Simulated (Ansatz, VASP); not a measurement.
One calculation of TaMo4, two programs

Contents of INCAR:

```
PREC = Accurate ; ENCUT = 520
EDIFF = 1E-6 ; ISMEAR = 0
SIGMA = 0.1 ; LREAL = False
LASPH = True ; NELM = 80
ALGO = Fast ; ISIF = 2
LWAVE = False ; LCHARG = True
GGA = PE ; LELF = True
LVHAR = True ; NBANDS = 78
```

File KPOINTS:

```
Automatic mesh
0
Gamma
  4 4 4
```

The input POSCAR:

```
TaMo4
1.0
    5.1074608900      0.0000000000      0.0000000000
    0.1055520094      5.4051590118      0.0000000000
    0.7945896717      0.3420704745      6.2203689990
Ta Mo
2 8
Direct
    0.9633937726      0.4318924670      0.9738255380
    0.9574358259      0.9389395903      0.9493263139
    0.5579045208      0.1377722689      0.2451221926
    0.4133282578      0.6464364325      0.1542793303
    0.4608445816      0.1536602926      0.8826201161
    0.5696878227      0.6488762378      0.7703538628
    0.8044013547      0.1632919350      0.5717790580
    0.8148640003      0.6629433615      0.3658681789
    0.2382113258      0.3683915328      0.5494282407
    0.2199285378      0.8477958817      0.5373971687
```

Input for Ansatz:

```yaml
crystal:
  lattice:
    - [5.10746089, 0.0, 0.0]
    - [0.1055520094, 5.4051590118, 0.0]
    - [0.7945896717, 0.3420704745, 6.220368999]
  atoms:
    - { symbol: Ta, position: [0.9633937726, 0.431892467, 0.973825538] }
    - { symbol: Ta, position: [0.9574358259, 0.9389395903, 0.9493263139] }
    - { symbol: Mo, position: [0.5579045208, 0.1377722689, 0.2451221926] }
    - { symbol: Mo, position: [0.4133282578, 0.6464364325, 0.1542793303] }
    - { symbol: Mo, position: [0.4608445816, 0.1536602926, 0.8826201161] }
    - { symbol: Mo, position: [0.5696878227, 0.6488762378, 0.7703538628] }
    - { symbol: Mo, position: [0.8044013547, 0.163291935, 0.571779058] }
    - { symbol: Mo, position: [0.8148640003, 0.6629433615, 0.3658681789] }
    - { symbol: Mo, position: [0.2382113258, 0.3683915328, 0.5494282407] }
    - { symbol: Mo, position: [0.2199285378, 0.8477958817, 0.5373971687] }
basis:
  ecutwfc: 420
kpoints:
  mp_grid: { grid: [4, 4, 4] }
hamiltonian:
  xc: pbe
scf:
  occupations: { method: gaussian, width: 0.1 }
  lower_state_search: "off"
output:
  forces: true
  stress: true
  eigenvalues: true
```

Change from the starting cell: the structure that the rattled cell fell into.

Alike in both runs: task single point; functional PBE; k mesh 4 × 4 × 4; occupations gaussian, width 0.1 eV; no spin polarisation.

```csv
,VASP,Ansatz
version,VASP 6.6.1,Ansatz 0.2.0
potentials or method,"VASP PAW PBE potentials, release 64 (Ta_pv, Mo_sv), cutoff 520 eV","scalar-relativistic, plane waves, PAW"
valence electrons in the cell,134,138
```

```csv
,VASP,Ansatz,Ansatz less VASP
gap on the k mesh at the Fermi level (eV),none,none,-
pressure (GPa),3.7,3.2,-0.45
"traceless stress, the component that is largest in VASP (GPa)",4.18,4.07,-0.115
rms of the force components (eV/Å),0.502,0.492,-0.0096
```

Atom by atom the forces differ by 0.015 eV/Å (rms over components). A gap of «none» marks a metal or a gap that the smearing closes. With one functional, cell and mesh, what is left measures potentials, basis and numerics. VASP's potentials hold 134 valence electrons a cell and Ansatz's 138, so a difference there can come from the potentials and not from the codes.

Spin-orbit coupling is off throughout.
